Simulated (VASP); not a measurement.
# WSe2 (P6_3/mmc) in VASP: a series of runs

The runs below take WSe2 through single point, relaxation of cell and atoms, with PBE+D3(BJ).

Everything below comes from runs of VASP 6.6.1. Logs are shortened: lines on timing, memory, paths and dates and some standing lists are left out, and cuts for length are marked.

## 1. The cell of the first run

The structure is hexagonal, space group P6_3/mmc (No. 194). The conventional cell has a = 3.279 Å, b = 3.279 Å, c = 12.783 Å, α = 90.00°, β = 90.00°, γ = 120.00°. Within 3.3 Å of W (site symmetry -6m2) lie 6 Se at 2.53 Å and 6 W at 3.28 Å. Se (site symmetry 3m) has 3 W at 2.53 Å and 6 Se at 3.28 Å within 3.3 Å.

## 2. Single point, PBE+D3(BJ)

INCAR reads:

```
PREC = Accurate ; ENCUT = 520
EDIFF = 1E-7 ; ISMEAR = -1
SIGMA = 0.02 ; LREAL = F
LASPH = T ; NELM = 100
ALGO = Normal ; ISIF = 2
LWAVE = F ; LCHARG = T
GGA = PE ; IVDW = 12
LELF = T ; LVHAR = T
NBANDS = 35
```

KPOINTS reads:

```
regular mesh
0
Gamma
  12 12 2
```

POSCAR reads:

```
WSe2
1.0
    3.2790167725      0.0000000000      0.0000000000
   -1.6395083862      2.8397118244      0.0000000000
    0.0000000000      0.0000000000     12.7829325033
W Se
2 4
Direct
    0.6666666667      0.3333333333      0.7500000000
    0.3333333333      0.6666666667      0.2500000000
    0.3333333333      0.6666666667      0.8817581148
    0.6666666667      0.3333333333      0.3817581148
    0.3333333333      0.6666666667      0.6182418852
    0.6666666667      0.3333333333      0.1182418852
```

Potentials or basis: VASP PAW PBE potentials, release 64 (W_sv, Se).

Launch:

```console
> cat potpaw_PBE.64/W_sv/POTCAR potpaw_PBE.64/Se/POTCAR > POTCAR
> mpirun -np 1 vasp_std > vasp.out
```

OUTCAR:

```text
PREC = Accurate
   ENCUT = 520
   EDIFF = 1E-7
   ISMEAR = -1
   LREAL = F
   LASPH = T
   NELM = 100
   ISIF = 2
   GGA = PE
   IVDW = 12
 IVDW          = 12

 ion  position               nearest neighbor table
   1  0.667  0.333  0.750-   3 2.53   5 2.53   3 2.53   5 2.53   3 2.53   5 2.53
   2  0.333  0.667  0.250-   4 2.53   6 2.53   4 2.53   6 2.53   4 2.53   6 2.53
   3  0.333  0.667  0.882-   1 2.53   1 2.53   1 2.53
   4  0.667  0.333  0.382-   2 2.53   2 2.53   2 2.53
   5  0.333  0.667  0.618-   1 2.53   1 2.53   1 2.53
   6  0.667  0.333  0.118-   2 2.53   2 2.53   2 2.53

  LATTYP: Found a hexagonal cell.
 ALAT       =     3.2790167725
 C/A-ratio  =     3.8984041224

  Lattice vectors:

 A1 = (   3.2790167725,   0.0000000000,   0.0000000000)
 A2 = (  -1.6395083862,   2.8397118244,   0.0000000000)
 A3 = (   0.0000000000,   0.0000000000,  12.7829325033)

Analysis of symmetry for initial positions (statically):
=====================================================================
 Subroutine PRICEL returns:
 Original cell was already a primitive cell.

 Routine SETGRP: Setting up the symmetry group for a
 hexagonal supercell.

 Subroutine GETGRP returns: Found 24 space group operations
 (whereof 12 operations were pure point group operations)
 out of a pool of 24 trial point group operations.

The static configuration has the point symmetry D_3d.
 The point group associated with its full space group is D_6h.

Analysis of symmetry for dynamics (positions and initial velocities):
=====================================================================
 Subroutine PRICEL returns:
 Original cell was already a primitive cell.

 Routine SETGRP: Setting up the symmetry group for a
 hexagonal supercell.

 Subroutine GETGRP returns: Found 24 space group operations
 (whereof 12 operations were pure point group operations)
 out of a pool of 24 trial point group operations.

The dynamic configuration has the point symmetry D_3d.
 The point group associated with its full space group is D_6h.

 Subroutine INISYM returns: Found 24 space group operations
 (whereof 12 operations are pure point group operations),
 and found     1 'primitive' translations

----------------------------------------------------------------------------------------

                                     Primitive cell

  volume of cell :     119.0278

  direct lattice vectors                    reciprocal lattice vectors
     3.279016772  0.000000000  0.000000000     0.304969468  0.176074204  0.000000000
    -1.639508386  2.839711824  0.000000000     0.000000000  0.352148409  0.000000000
     0.000000000  0.000000000 12.782932503     0.000000000  0.000000000  0.078229311

  length of vectors
     3.279016772  3.279016772 12.782932503     0.352148409  0.352148409  0.078229311

  position of ions in fractional coordinates (direct lattice)
     0.666666667  0.333333333  0.750000000
     0.333333333  0.666666667  0.250000000
     0.333333333  0.666666667  0.881758115
     0.666666667  0.333333333  0.381758115
     0.333333333  0.666666667  0.618241885
     0.666666667  0.333333333  0.118241885

  ion indices of the primitive-cell ions
   primitive index   ion index
                 1           1
                 2           2
                 3           3
                 4           4
                 5           5
                 6           6

----------------------------------------------------------------------------------------

 KPOINTS: regular mesh

Automatic generation of k-mesh.
 Grid dimensions read from file:
 generate k-points for:   12   12    2

 Generating k-lattice:

  Cartesian coordinates                     Fractional coordinates (reciprocal lattice)
     0.025414122  0.014672850  0.000000000     0.083333333  0.000000000  0.000000000
     0.000000000  0.029345701  0.000000000     0.000000000  0.083333333  0.000000000
     0.000000000  0.000000000  0.039114655     0.000000000  0.000000000  0.500000000

  Length of vectors
     0.029345701  0.029345701  0.039114655

  Shift w.r.t. Gamma in fractional coordinates (k-lattice)
     0.000000000  0.000000000  0.000000000

 Subroutine IBZKPT returns following result:
 ===========================================

 Found     38 irreducible k-points:

 Following reciprocal coordinates:
            Coordinates               Weight
  0.000000  0.000000  0.000000      1.000000
  0.083333 -0.000000  0.000000      6.000000
  0.166667 -0.000000  0.000000      6.000000
  0.250000 -0.000000  0.000000      6.000000
  0.333333 -0.000000  0.000000      6.000000
  0.416667 -0.000000  0.000000      6.000000
[... 16 lines left out ...]
  0.250000 -0.000000  0.500000      6.000000
  0.333333 -0.000000  0.500000      6.000000
 [... further k-points ...]
   k-points           NKPTS =     38   k-points in BZ     NKDIM =     38   number of bands    NBANDS=     35
   number of dos      NEDOS =    301   number of ions     NIONS =      6
   total plane-waves  NPLWV =  55296
   dimension x,y,z NGX =    24 NGY =   24 NGZ =   96
   dimension x,y,z NGXF=    48 NGYF=   48 NGZF=  192
   ions per type =               2   4
   NGX,Y,Z   is equivalent  to a cutoff of  12.17, 12.17, 12.49 a.u.
   NGXF,Y,Z  is equivalent  to a cutoff of  24.34, 24.34, 24.97 a.u.
 SYSTEM =  unknown system
   PREC   = accura    normal or accurate (medium, high low for compatibility)
   ISTART =      0    job   : 0-new  1-cont  2-samecut
   ICHARG =      2    charge: 1-file 2-atom 10-const
   ISPIN  =      1    spin polarized calculation?
   LNONCOLLINEAR =      F non collinear calculations
   LSORBIT =      F    spin-orbit coupling
   LASPH  =      T    aspherical Exc in radial PAW
   ENCUT  =  520.0 eV  38.22 Ry    6.18 a.u.   6.10  6.10 23.77*2*pi/ulx,y,z
   NELM   =    100;   NELMIN=  2; NELMDL= -5     # of ELM steps
   EDIFF  = 0.1E-06   stopping-criterion for ELM
   LREAL  =      F    real-space projection
   EDIFFG = 0.1E-05   stopping-criterion for IOM
   NSW    =      0    number of steps for IOM
   IBRION =     -1    ionic relax: 0-MD 1-quasi-New 2-CG
   NFREE  =      0    steps in history (QN), initial steepest desc. (CG)
   ISIF   =      2    stress and relaxation
   ISYM   =      2    0-nonsym 1-usesym 2-fastsym
   POTIM  = 0.5000    time-step for ionic-motion
   TEBEG  =    0.0;   TEEND  =   0.0 temperature during run
   PSTRESS=    0.0 pullay stress
   NELECT =      52.0000    total number of electrons
   NUPDOWN=      -1.0000    fix difference up-down
   EMIN   =  10.00;   EMAX   =-10.00  energy-range for DOS
   EFERMI =   0.00;   METHOD = LEGACY
   ISMEAR =    -1;   SIGMA  =   0.02  broadening in eV -4-tet -1-fermi 0-gaus
   EFERMI_NEDOS =   21; number of points for ismear=-14 and -15
   IALGO  =     38    algorithm
   IMIX   =      4    mixing-type and parameters
     AMIX     =   0.40;   BMIX     =  1.00
     AMIX_MAG =   1.60;   BMIX_MAG =  1.00
  volume/ion in A,a.u.               =      19.84       133.87
  Fermi-wavevector in a.u.,A,eV,Ry     =   1.242205  2.347426 20.994774  1.543072
  Thomas-Fermi vector in A             =   2.376569
   LORBIT       =      0    0 simple, 1 ext, 2 COOP (PROOUT), +10 PAW based schemes
   GGA     = PE    functional components
   LHFCALC =     F    Hartree Fock is set to
   AEXX    =    0.0000 exact exchange contribution
   IVDW    =    12    specifies the selected vdW correction
   LEPSILON=     F    determine dielectric tensor
   LRPA    =     F    only Hartree local field effects (RPA)
 non-spin polarized calculation
  energy-cutoff  :      520.00
  volume of cell :      119.03
 maximum number of plane-waves:      3246
   NGX = 13   NGY = 13   NGZ = 47

 number of electron      51.9999988 magnetization

 Free energy of the ion-electron system (eV)
  ---------------------------------------------------
  ext. energy  EPLUGINS =         0.00000000
  ---------------------------------------------------
  free energy    TOTEN  =       -43.07640741 eV

  energy without entropy =      -43.07640741  energy(sigma->0) =      -43.07640741

 E-fermi :   6.8974     XC(G=0): -10.9003

 val. band max:        6.5314029709   @ k =   0.0000   0.0000   0.0000
 cond. band min:       7.4194434323   @ k =   0.1667   0.1667   0.0000
 fundamental gap:      0.8880404614
 Fermi energy:         6.8973745095

 k-point     1 :       0.0000    0.0000    0.0000
  band No.  band energies     occupation
      1     -67.8136      2.00000
      2     -67.8136      2.00000
      3     -32.0643      2.00000
      4     -32.0642      2.00000
      5     -31.9273      2.00000
      6     -31.9273      2.00000
[... 27 lines left out ...]
     34       9.4720      0.00000
     35      11.0850      0.00000

 k-point     2 :       0.0833   -0.0000    0.0000
  band No.  band energies     occupation
      1     -67.8129      2.00000
      2     -67.8129      2.00000
      3     -32.0612      2.00000
      4     -32.0611      2.00000
      5     -31.9437      2.00000
      6     -31.9437      2.00000
[... 27 lines left out ...]
     34       9.4320      0.00000
     35      11.7059      0.00000

 k-point     3 :       0.1667   -0.0000    0.0000
  band No.  band energies     occupation
      1     -67.8109      2.00000
      2     -67.8109      2.00000
      3     -32.0527      2.00000
      4     -32.0527      2.00000
      5     -31.9880      2.00000
      6     -31.9880      2.00000
[... 27 lines left out ...]
     34       9.8938      0.00000
     35      12.6273      0.00000
[... 723 lines left out ...]
 k-point    23 :       0.2500   -0.0000    0.5000
  band No.  band energies     occupation
      1     -67.8082      2.00000
      2     -67.8082      2.00000
      3     -32.0479      2.00000
      4     -32.0479      2.00000
      5     -32.0411      2.00000
      6     -32.0411      2.00000
[... 27 lines left out ...]
     34      10.1829      0.00000
     35      12.8466      0.00000

 k-point    24 :       0.3333   -0.0000    0.5000
  band No.  band energies     occupation
      1     -67.8055      2.00000
      2     -67.8055      2.00000
      3     -32.1072      2.00000
      4     -32.1072      2.00000
      5     -32.0295      2.00000
      6     -32.0295      2.00000
[... 27 lines left out ...]
     34      10.4389      0.00000
     35      12.0562      0.00000

 [... further k-points ...]

------------------------ aborting loop because EDIFF is reached ----------------------------------------

 Edisp (eV)   -2.85421

 E8    (eV) :    -1.2731

  FORCE on cell =-STRESS in cart. coord.  units (eV):
  Direction    XX          YY          ZZ          XY          YZ          ZX
  --------------------------------------------------------------------------------------
  -------------------------------------------------------------------------------------
  Total       0.21266     0.21266     0.32492     0.00000     0.00000     0.00000
  in kB       2.86250     2.86250     4.37359     0.00000     0.00000     0.00000
  external pressure =        3.37 kB  Pullay stress =        0.00 kB

 VOLUME and BASIS-vectors are now :
 -----------------------------------------------------------------------------
  energy-cutoff  :      520.00
  volume of cell :      119.03
      direct lattice vectors                 reciprocal lattice vectors
     3.279016772  0.000000000  0.000000000     0.304969468  0.176074204  0.000000000
    -1.639508386  2.839711824  0.000000000     0.000000000  0.352148409  0.000000000
     0.000000000  0.000000000 12.782932503     0.000000000  0.000000000  0.078229311

 POSITION                                       TOTAL-FORCE (eV/Angst)
 -----------------------------------------------------------------------------------
      1.63951      0.94657      9.58720        -0.000000      0.000000      0.000000
     -0.00000      1.89314      3.19573         0.000000      0.000000      0.000000
     -0.00000      1.89314     11.27145        -0.000000     -0.000000      0.047325
      1.63951      0.94657      4.87999         0.000000     -0.000000      0.047325
     -0.00000      1.89314      7.90294        -0.000000      0.000000     -0.047325
      1.63951      0.94657      1.51148         0.000000      0.000000     -0.047325
 -----------------------------------------------------------------------------------
    total drift:                               -0.000000      0.000000     -0.000000

  FREE ENERGIE OF THE ION-ELECTRON SYSTEM (eV)
  ---------------------------------------------------
  free  energy   TOTEN  =       -45.9306139287 eV

  energy  without entropy=      -45.9306139287  energy(sigma->0) =      -45.93061393
```

Wall time 4.4 min (1 thread of Oxide Virtual Turin-like, shared host); peak memory 0.27 GiB.

What came out:

```
Free energy                : -45.9306 eV
Pressure                   : 0.3 GPa
Largest force              : 0.047 eV/Å
Band gap on the k mesh     : 0.89 eV, indirect (least direct gap 1.56 eV)
Dispersion energy per atom : -0.476 eV
```

Forces on the atoms (eV/Å):
```
W    0.000  0.000  0.000
W    0.000  0.000  0.000
Se   0.000  0.000  0.047
Se   0.000  0.000  0.047
Se   0.000  0.000 -0.047
Se   0.000  0.000 -0.047
```

Stress tensor (GPa, compression positive):
```
0.29 0.00 0.00
0.00 0.29 0.00
0.00 0.00 0.44
```

Caveat: spin-orbit coupling is left out, which moves the levels of the heavy elements. Expect the measured gap to be larger: semilocal functionals such as PBE lack the derivative discontinuity.

## 3. Relaxation of cell and atoms, PBE+D3(BJ)

This run uses another cell than the first one, of 21.85 Å³/atom, 1.102 times its volume.

INCAR reads:

```
SYSTEM = WSe2
ALGO     = Normal         ! electronic algorithm
EDIFF    = 1E-7           ! SCF threshold, eV
EDIFFG   = -0.005         ! ionic threshold
ENCUT    = 600            ! plane-wave cutoff, eV
GGA      = PE             ! functional
IBRION   = 2              ! ionic algorithm
ISIF     = 3              ! what is computed and relaxed
ISMEAR   = -1             ! smearing method
IVDW     = 12             ! dispersion correction
LASPH    = .TRUE.         ! aspherical terms in the spheres
LCHARG   = .FALSE.        ! write CHGCAR
LREAL    = .FALSE.        ! projectors in reciprocal space
LWAVE    = .FALSE.        ! write WAVECAR
NELM     = 80             ! most SCF steps
NSW      = 80             ! ionic steps
PREC     = Accurate       ! precision mode
SIGMA    = 0.02           ! smearing width, eV
```

KPOINTS reads:

```
k-points
0
G
  12 12 2
  0 0 0
```

POSCAR reads:

```
WSe2
1.0
    3.3199329200      0.0000000000      0.0000000000
   -1.6599664600      2.8751462500      0.0000000000
    0.0000000000      0.0000000000     13.7371873000
W Se
2 4
Direct
    0.6666666700      0.3333333300      0.7500000000
    0.3333333300      0.6666666700      0.2500000000
    0.3333333300      0.6666666700      0.8710007900
    0.6666666700      0.3333333300      0.3710007900
    0.3333333300      0.6666666700      0.6289992100
    0.6666666700      0.3333333300      0.1289992100
```

Potentials or basis: VASP PAW PBE potentials, release 64 (W_sv, Se).

Launch:

```console
> cat potpaw_PBE.64/W_sv/POTCAR potpaw_PBE.64/Se/POTCAR > POTCAR
> mpirun -np 1 vasp_std > vasp.out
```

Wall time 60 min (1 thread of Oxide Virtual Turin-like, shared host); peak memory 0.38 GiB.

The run converged. Its results:

| Quantity | Value |
| --- | --- |
| Free energy | -45.9327 eV |
| Relaxed volume | 19.88 Å³/atom |
| Relaxed cell | a = 3.280 Å, b = 3.280 Å, c = 12.796 Å, α = 90.00°, β = 90.00°, γ = 120.00° |
| Space group after relaxing (to 0.05 Å) | P6_3/mmc (No. 194) |
| Energy gained by relaxing | 21.3 meV/atom |
| Ionic steps | 18 |
| Pressure after relaxing | 0.0 GPa |
| Band gap on the k mesh | 0.89 eV, indirect (least direct gap 1.56 eV) |
| Dispersion energy per atom | -0.475 eV |

The path:
```
step  energy change (eV)  largest force (eV/Å)  pressure (GPa)  volume (Å³)
   1              0.0000                0.2969           -1.32       131.13
   2             -0.0299                0.3373            0.71       127.73
   3             -0.0299                0.3379            0.74       127.68
   4             -0.0371                0.1212           -1.35       127.68
   5             -0.0400                0.0371           -0.63       127.68
   6             -0.0604                0.0407           -0.57       126.35
   7             -0.1100                0.0605           -0.15       122.37
   8             -0.0753                0.0572            2.23       114.39
   9             -0.1230                0.1570            0.72       120.02
  10             -0.1245                0.1525            1.03       118.63
  11             -0.1137                0.2978           -1.58       118.83
  12             -0.1268                0.0196            0.25       118.69
  13             -0.1268                0.0165            0.23       118.69
  14             -0.1274                0.0009            0.07       119.02
  15             -0.1275                0.0109           -0.02       119.21
  16             -0.1275                0.0114           -0.02       119.22
  17             -0.1275                0.0020            0.04       119.26
  18             -0.1275                0.0008            0.03       119.25
```

Final structure:
```
W Se
1.0
     3.28049    0.00000    0.00000
    -1.64024    2.84099    0.00000
     0.00000    0.00000   12.79568
W Se
2 4
Direct
  0.66667 0.33333 0.75000
  0.33333 0.66667 0.25000
  0.33333 0.66667 0.88180
  0.66667 0.33333 0.38180
  0.33333 0.66667 0.61820
  0.66667 0.33333 0.11820
```

Levels at points of the mesh, in eV from the valence-band top:
| k point | band 24 | band 25 | band 26 | band 27 | band 28 | band 29 |
| --- | --- | --- | --- | --- | --- | --- |
| (0.00, 0.00, 0.00) | -1.19 | -0.96 | 0.00 | 2.63 | 2.63 | 2.68 |
| (0.50, 0.00, 0.00) | -1.37 | -1.30 | -1.05 | 2.15 | 2.20 | 2.27 |
| (0.00, 0.00, 0.50) | -1.48 | -0.20 | -0.20 | 2.63 | 2.63 | 2.63 |
| (0.50, 0.00, 0.50) | -1.37 | -1.21 | -1.21 | 2.17 | 2.17 | 2.52 |

Caveat: spin-orbit coupling is left out, which moves the levels of the heavy elements. A hybrid or GW would open this gap; PBE tends to underestimate it.
